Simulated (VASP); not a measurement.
# Li (P6_3/mmc) in VASP: notebook

The runs below take Li through single point, with PBE.

Program: VASP 6.6.1. These are calculated values, not measurements. Logs are shortened: lines on timing, memory, paths and dates and some standing lists are left out, and cuts for length are marked.

## 1. The cell of the first run

Symmetry: P6_3/mmc, No. 194, hexagonal system. The conventional cell has a = 2.276 Å, b = 2.276 Å, c = 7.206 Å, α = 90.00°, β = 90.00°, γ = 120.00°. Li (site symmetry -3m) has 12 Li at 2.23 to 2.28 Å within 2.9 Å. Li (site symmetry -6m2) has 12 Li at 2.23 to 2.28 Å within 2.9 Å.

This isn't the form of Li at room conditions, which is bcc.

## 2. Single point, PBE

File INCAR:

```
SYSTEM = Li
PREC = Accurate ; ENCUT = 520
EDIFF = 1E-6 ; ISMEAR = -1
SIGMA = 0.05 ; LREAL = .False.
LASPH = .True. ; NELM = 80
ALGO = Normal ; ISIF = 2
LWAVE = .False. ; LCHARG = .False.
GGA = PE ; NBANDS = 14
```

File KPOINTS:

```
Automatic mesh
0
Gamma
  10 10 6
  0 0 0
```

File POSCAR:

```
Li
1.0
    2.2757091305      0.0000000000      0.0000000000
   -1.1378545653      1.9708219187      0.0000000000
    0.0000000000      0.0000000000      7.2060947106
Li
4
Direct
    0.0000000000      0.0000000000      0.0000000000
    0.0000000000      0.0000000000      0.5000000000
    0.3333333333      0.6666666667      0.2500000000
    0.6666666667      0.3333333333      0.7500000000
```

Potentials or basis: VASP PAW PBE potentials, release 64 (Li_sv).

Launch:

```console
$ cat potpaw_PBE.64/Li_sv/POTCAR > POTCAR
$ mpirun -np 1 vasp_std > vasp.out
```

OUTCAR:

```text
SYSTEM = Li
   PREC = Accurate
   ENCUT = 520
   EDIFF = 1E-6
   ISMEAR = -1
   LREAL = .False.
   LASPH = .True.
   NELM = 80
   ISIF = 2
   GGA = PE

 ion  position               nearest neighbor table
   1  0.000  0.000  0.000-   3 2.23   4 2.23   4 2.23   3 2.23   4 2.23   3 2.23
   2  0.000  0.000  0.500-   3 2.23   4 2.23   4 2.23   3 2.23   4 2.23   3 2.23
   3  0.333  0.667  0.250-   1 2.23   2 2.23   1 2.23   2 2.23   1 2.23   2 2.23
   4  0.667  0.333  0.750-   1 2.23   2 2.23   1 2.23   2 2.23   1 2.23   2 2.23

  LATTYP: Found a hexagonal cell.
 ALAT       =     2.2757091305
 C/A-ratio  =     3.1665271339

  Lattice vectors:

 A1 = (   2.2757091305,   0.0000000000,   0.0000000000)
 A2 = (  -1.1378545653,   1.9708219187,   0.0000000000)
 A3 = (   0.0000000000,   0.0000000000,   7.2060947106)

Analysis of symmetry for initial positions (statically):
=====================================================================
 Subroutine PRICEL returns:
 Original cell was already a primitive cell.

 Routine SETGRP: Setting up the symmetry group for a
 hexagonal supercell.

 Subroutine GETGRP returns: Found 24 space group operations
 (whereof 12 operations were pure point group operations)
 out of a pool of 24 trial point group operations.

The static configuration has the point symmetry D_3d.
 The point group associated with its full space group is D_6h.

Analysis of symmetry for dynamics (positions and initial velocities):
=====================================================================
 Subroutine PRICEL returns:
 Original cell was already a primitive cell.

 Routine SETGRP: Setting up the symmetry group for a
 hexagonal supercell.

 Subroutine GETGRP returns: Found 24 space group operations
 (whereof 12 operations were pure point group operations)
 out of a pool of 24 trial point group operations.

The dynamic configuration has the point symmetry D_3d.
 The point group associated with its full space group is D_6h.

 Subroutine INISYM returns: Found 24 space group operations
 (whereof 12 operations are pure point group operations),
 and found     1 'primitive' translations

----------------------------------------------------------------------------------------

                                     Primitive cell

  volume of cell :      32.3195

  direct lattice vectors                    reciprocal lattice vectors
     2.275709131  0.000000000  0.000000000     0.439423469  0.253701258  0.000000000
    -1.137854565  1.970821919  0.000000000     0.000000000  0.507402516  0.000000000
     0.000000000  0.000000000  7.206094711     0.000000000  0.000000000  0.138771421

  length of vectors
     2.275709131  2.275709131  7.206094711     0.507402516  0.507402516  0.138771421

  position of ions in fractional coordinates (direct lattice)
     0.000000000  0.000000000  0.000000000
     0.000000000  0.000000000  0.500000000
     0.333333333  0.666666667  0.250000000
     0.666666667  0.333333333  0.750000000

  ion indices of the primitive-cell ions
   primitive index   ion index
                 1           1
                 2           2
                 3           3
                 4           4

----------------------------------------------------------------------------------------

 KPOINTS: Automatic mesh

Automatic generation of k-mesh.
 Grid dimensions read from file:
 generate k-points for:   10   10    6

 Generating k-lattice:

  Cartesian coordinates                     Fractional coordinates (reciprocal lattice)
     0.043942347  0.025370126  0.000000000     0.100000000  0.000000000  0.000000000
     0.000000000  0.050740252  0.000000000     0.000000000  0.100000000  0.000000000
     0.000000000  0.000000000  0.023128570     0.000000000  0.000000000  0.166666667

  Length of vectors
     0.050740252  0.050740252  0.023128570

  Shift w.r.t. Gamma in fractional coordinates (k-lattice)
     0.000000000  0.000000000  0.000000000

 Subroutine IBZKPT returns following result:
 ===========================================

 Found     56 irreducible k-points:

 Following reciprocal coordinates:
            Coordinates               Weight
  0.000000  0.000000  0.000000      1.000000
  0.100000  0.000000  0.000000      6.000000
  0.200000  0.000000  0.000000      6.000000
  0.300000  0.000000  0.000000      6.000000
  0.400000  0.000000  0.000000      6.000000
  0.500000  0.000000  0.000000      3.000000
[... 16 lines left out ...]
  0.300000  0.100000  0.166667     24.000000
  0.400000  0.100000  0.166667     24.000000
 [... further k-points ...]
   k-points           NKPTS =     56   k-points in BZ     NKDIM =     56   number of bands    NBANDS=     14
   number of dos      NEDOS =    301   number of ions     NIONS =      4
   total plane-waves  NPLWV =  17496
   dimension x,y,z NGX =    18 NGY =   18 NGZ =   54
   dimension x,y,z NGXF=    36 NGYF=   36 NGZF=  108
   ions per type =               4
   NGX,Y,Z   is equivalent  to a cutoff of  13.15, 13.15, 12.46 a.u.
   NGXF,Y,Z  is equivalent  to a cutoff of  26.30, 26.30, 24.92 a.u.
 SYSTEM =  Li
   PREC   = accura    normal or accurate (medium, high low for compatibility)
   ISTART =      0    job   : 0-new  1-cont  2-samecut
   ICHARG =      2    charge: 1-file 2-atom 10-const
   ISPIN  =      1    spin polarized calculation?
   LNONCOLLINEAR =      F non collinear calculations
   LSORBIT =      F    spin-orbit coupling
   LASPH  =      T    aspherical Exc in radial PAW
   ENCUT  =  520.0 eV  38.22 Ry    6.18 a.u.   4.23  4.23 13.40*2*pi/ulx,y,z
   NELM   =     80;   NELMIN=  2; NELMDL= -5     # of ELM steps
   EDIFF  = 0.1E-05   stopping-criterion for ELM
   LREAL  =      F    real-space projection
   EDIFFG = 0.1E-04   stopping-criterion for IOM
   NSW    =      0    number of steps for IOM
   IBRION =     -1    ionic relax: 0-MD 1-quasi-New 2-CG
   NFREE  =      0    steps in history (QN), initial steepest desc. (CG)
   ISIF   =      2    stress and relaxation
   ISYM   =      2    0-nonsym 1-usesym 2-fastsym
   POTIM  = 0.5000    time-step for ionic-motion
   TEBEG  =    0.0;   TEEND  =   0.0 temperature during run
   PSTRESS=    0.0 pullay stress
   NELECT =      12.0000    total number of electrons
   NUPDOWN=      -1.0000    fix difference up-down
   EMIN   =  10.00;   EMAX   =-10.00  energy-range for DOS
   EFERMI =   0.00;   METHOD = LEGACY
   ISMEAR =    -1;   SIGMA  =   0.05  broadening in eV -4-tet -1-fermi 0-gaus
   EFERMI_NEDOS =   21; number of points for ismear=-14 and -15
   IALGO  =     38    algorithm
   IMIX   =      4    mixing-type and parameters
     AMIX     =   0.40;   BMIX     =  1.00
     AMIX_MAG =   1.60;   BMIX_MAG =  1.00
  volume/ion in A,a.u.               =       8.08        54.53
  Fermi-wavevector in a.u.,A,eV,Ry     =   1.176650  2.223546 18.837330  1.384505
  Thomas-Fermi vector in A             =   2.313010
   LORBIT       =      0    0 simple, 1 ext, 2 COOP (PROOUT), +10 PAW based schemes
   GGA     = PE    functional components
   LHFCALC =     F    Hartree Fock is set to
   AEXX    =    0.0000 exact exchange contribution
   IVDW    =     0    specifies the selected vdW correction
   LEPSILON=     F    determine dielectric tensor
   LRPA    =     F    only Hartree local field effects (RPA)
 non-spin polarized calculation
  energy-cutoff  :      520.00
  volume of cell :       32.32
 maximum number of plane-waves:       891
 NGX is ok and might be reduce to    18
   NGX =  9   NGY =  9   NGZ = 27

 number of electron      11.9999968 magnetization

 Free energy of the ion-electron system (eV)
  ---------------------------------------------------
  ext. energy  EPLUGINS =         0.00000000
  ---------------------------------------------------
  free energy    TOTEN  =        -3.12113101 eV

  energy without entropy =       -3.11060752  energy(sigma->0) =       -3.11586927

 E-fermi :   4.4861     XC(G=0):  -9.7059

 val. band max:        4.4802927383   @ k =   0.4000   0.1000   0.3333
 cond. band min:       4.5035099393   @ k =   0.3000   0.2000   0.3333
 fundamental gap:      0.0232172010
 Fermi energy:         4.4861489241

 k-point     1 :       0.0000    0.0000    0.0000
  band No.  band energies     occupation
      1     -41.2859      2.00000
      2     -41.0579      2.00000
      3     -41.0507      2.00000
      4     -40.8190      2.00000
      5       0.5801      2.00000
      6       1.7534      2.00000
      7       1.7561      2.00000
      8       4.1885      1.99482
      9      12.5598      0.00000
     10      20.4965      0.00000
     11      20.5215      0.00000
     12      27.2232      0.00000
     13      27.2232      0.00000
     14      28.2676      0.00000

 k-point     2 :       0.1000    0.0000    0.0000
  band No.  band energies     occupation
      1     -41.2507      2.00000
      2     -41.0334      2.00000
      3     -41.0262      2.00000
      4     -40.8054      2.00000
      5       0.7255      2.00000
      6       1.9486      2.00000
      7       1.9513      2.00000
      8       4.5699      0.31553
      9      12.3267      0.00000
     10      20.2721      0.00000
     11      20.3801      0.00000
     12      24.7705      0.00000
     13      25.0844      0.00000
     14      26.6668      0.00000

 k-point     3 :       0.2000    0.0000    0.0000
  band No.  band energies     occupation
      1     -41.1569      2.00000
      2     -40.9692      2.00000
      3     -40.9621      2.00000
      4     -40.7725      2.00000
      5       1.1777      2.00000
      6       2.5256      2.00000
      7       2.5301      2.00000
      8       5.7120      0.00000
      9      11.6122      0.00000
     10      18.7875      0.00000
     11      19.4389      0.00000
     12      22.0416      0.00000
     13      22.6796      0.00000
     14      22.7192      0.00000

 k-point     4 :       0.3000    0.0000    0.0000
  band No.  band energies     occupation
      1     -41.0326      2.00000
      2     -40.8894      2.00000
      3     -40.8824      2.00000
      4     -40.7390      2.00000
      5       1.9775      2.00000
      6       3.4484      2.00000
      7       3.4547      2.00000
      8       7.6062      0.00000
      9      10.2318      0.00000
     10      16.1901      0.00000
     11      16.5255      0.00000
     12      18.5210      0.00000
     13      20.8784      0.00000
     14      22.5197      0.00000

 k-point     5 :       0.4000    0.0000    0.0000
  band No.  band energies     occupation
      1     -40.9183      2.00000
      2     -40.8246      2.00000
      3     -40.8178      2.00000
      4     -40.7245      2.00000
      5       3.0732      2.00000
      6       4.5406      0.50390
      7       4.5661      0.33617
      8       8.2526      0.00000
      9      10.2060      0.00000
     10      13.6741      0.00000
     11      13.7294      0.00000
[... 276 lines left out ...]
 k-point    22 :       0.2000    0.1000    0.1667
  band No.  band energies     occupation
      1     -41.0715      2.00000
      2     -40.9561      2.00000
      3     -40.8710      2.00000
      4     -40.7549      2.00000
      5       1.7038      2.00000
      6       2.6463      2.00000
      7       3.6620      2.00000
      8       6.5324      0.00000
      9      11.5192      0.00000
     10      16.6350      0.00000
     11      17.8817      0.00000
     12      19.1498      0.00000
     13      19.4960      0.00000
     14      21.1714      0.00000

 k-point    23 :       0.3000    0.1000    0.1667
  band No.  band energies     occupation
      1     -40.9527      2.00000
      2     -40.8712      2.00000
      3     -40.8113      2.00000
      4     -40.7302      2.00000
      5       2.7165      2.00000
      6       3.7045      2.00000
      7       4.7727      0.00647
      8       8.2001      0.00000
      9      10.4483      0.00000
     10      14.1039      0.00000
     11      15.5341      0.00000
     12      15.6465      0.00000
     13      18.0836      0.00000
     14      19.8736      0.00000

 k-point    24 :       0.4000    0.1000    0.1667
  band No.  band energies     occupation
      1     -40.8653      2.00000
      2     -40.8151      2.00000
      3     -40.7779      2.00000
      4     -40.7281      2.00000
      5       3.8773      1.99999
      6       4.8359      0.00183
      7       5.7420      0.00000
      8       7.4656      0.00000
      9      11.6977      0.00000
     10      12.4452      0.00000
     11      12.9795      0.00000
     12      15.4022      0.00000
     13      15.7002      0.00000
     14      17.6713      0.00000

 [... further k-points ...]
[... 5 lines left out ...]
  --------------------------------------------------------------------------------------
  -------------------------------------------------------------------------------------
  Total       11.8807602     11.8807602     11.7895038     -0.0000000      0.0000000      0.0000000
  in kB      588.9666607    588.9666607    584.4427909     -0.0000000      0.0000000      0.0000000
  external PRESSURE =     587.4587041 kB  Pullay stress =       0.0000000 kB

 VOLUME and BASIS-vectors are now :
 -----------------------------------------------------------------------------
  energy-cutoff  :      520.00
  volume of cell :       32.32
      direct lattice vectors                 reciprocal lattice vectors
     2.275709131  0.000000000  0.000000000     0.439423469  0.253701258  0.000000000
    -1.137854565  1.970821919  0.000000000     0.000000000  0.507402516  0.000000000
     0.000000000  0.000000000  7.206094711     0.000000000  0.000000000  0.138771421

 POSITION                                       TOTAL-FORCE (eV/Angst)
 -----------------------------------------------------------------------------------
      0.00000      0.00000      0.00000         0.000000      0.000000      0.000000
      0.00000      0.00000      3.60305         0.000000      0.000000      0.000000
     -0.00000      1.31388      1.80152         0.000000     -0.000000      0.000000
      1.13785      0.65694      5.40457        -0.000000      0.000000     -0.000000
 -----------------------------------------------------------------------------------
    total drift:                                0.000000     -0.000000      0.000000

  FREE ENERGIE OF THE ION-ELECTRON SYSTEM (eV)
  ---------------------------------------------------
  free  energy   TOTEN  =        -3.1211310072 eV

  energy  without entropy=       -3.1106075247  energy(sigma->0) =       -3.11586927
```

Wall time 32 s (1 thread of Intel Xeon 8259CL, shared host); peak memory 0.14 GiB.

What came out:

| Quantity | Value |
| --- | --- |
| Free energy | -3.1211 eV |
| Band gap on the k mesh | zero (bands 6 and 7 overlap by 4.87 eV) |

Caveat: the cutoff is under 1.25 times the usual one of these potentials, so pressure, stress and relaxed cells hold a basis-set (Pulay) error.

## 3. Single point, PBE (8.08 Å³/atom)

File INCAR:

```
SYSTEM = Li
ALGO = Normal
EDIFF = 1E-6
ENCUT = 520
GGA = PE
ISIF = 2
ISMEAR = -1
LASPH = .True.
LCHARG = .False.
LREAL = .False.
LWAVE = .False.
NBANDS = 14
NELM = 60
PREC = Accurate
SIGMA = 0.05
```

File KPOINTS:

```
k-points
0
Gamma
  10 10 6
  0 0 0
```

POSCAR: that of step 2 with these lines changed.

```diff
@@ -3,3 +3,3 @@
     2.2757091305      0.0000000000      0.0000000000
-   -1.1378545653      1.9708219187      0.0000000000
+   -1.1378545653      1.9708219186      0.0000000000
     0.0000000000      0.0000000000      7.2060947106
```

Potentials or basis: VASP PAW PBE potentials, release 64 (Li_sv).

Launch:

```console
$ cat potpaw_PBE.64/Li_sv/POTCAR > POTCAR
$ mpirun -np 1 vasp_std > vasp.out
```

Wall time 36 s (1 thread of Intel Xeon 8259CL, shared host); peak memory 0.14 GiB.

Results (log left out):

- Free energy: -3.1211 eV
- Band gap on the k mesh: zero (bands 6 and 7 overlap by 4.87 eV)

Levels at points of the mesh, in eV from the Fermi level:
```tsv
k point	band 2	band 3	band 4	band 5	band 6	band 7	band 8	band 9	band 10	band 11
(0.00, 0.00, 0.00)	-45.54	-45.54	-45.31	-3.91	-2.73	-2.73	-0.30	8.07	16.01	16.04
(0.50, 0.00, 0.00)	-45.29	-45.28	-45.21	-0.68	0.65	0.85	2.44	7.60	8.11	8.81
(0.00, 0.00, 0.50)	-45.70	-45.37	-45.37	-3.62	-3.62	-1.29	-1.29	10.49	10.49	23.08
(0.50, 0.00, 0.50)	-45.33	-45.23	-45.23	-0.29	-0.29	1.94	1.94	7.95	7.95	8.87
```

Caveat: the cutoff is under 1.25 times the usual one of these potentials, so pressure, stress and relaxed cells hold a basis-set (Pulay) error.

(Continued in part 2 of 2.)
